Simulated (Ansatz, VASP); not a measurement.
**Two plane-wave programs on RbBr3**

```
Rb Br
1.0
    -2.25857    2.25857    6.43700
     2.25857   -2.25857    6.43700
     2.25857    2.25857   -6.43700
Rb Br
1 3
Direct
  0.00000 0.00000 0.00000
  0.75000 0.25000 0.50000
  0.25000 0.75000 0.50000
  0.50000 0.50000 0.00000
```

Alike in both runs: task single point; functional PBE; k mesh 14 × 14 × 14; no spin polarisation.

|  | VASP | Ansatz |
| --- | --- | --- |
| version | VASP 6.6.1 | Ansatz 0.2.0 |
| potentials or method | VASP PAW PBE potentials, release 64 (Rb_sv, Br), cutoff 500 eV | scalar-relativistic, plane waves, PAW |
| occupations | methfessel-paxton of order 1, width 0.02 eV | cold, width 0.02 eV |
| valence electrons in the cell | 30 | 30 |

```csv
,VASP,Ansatz,Ansatz less VASP
gap on the k mesh at the Fermi level (eV),none,none,-
pressure (GPa),0.7,0.7,-0.04
"traceless stress, the component that is largest in VASP (GPa)",0.36,0.39,+0.025
```

A gap of «none» marks a metal or a gap that the smearing closes.
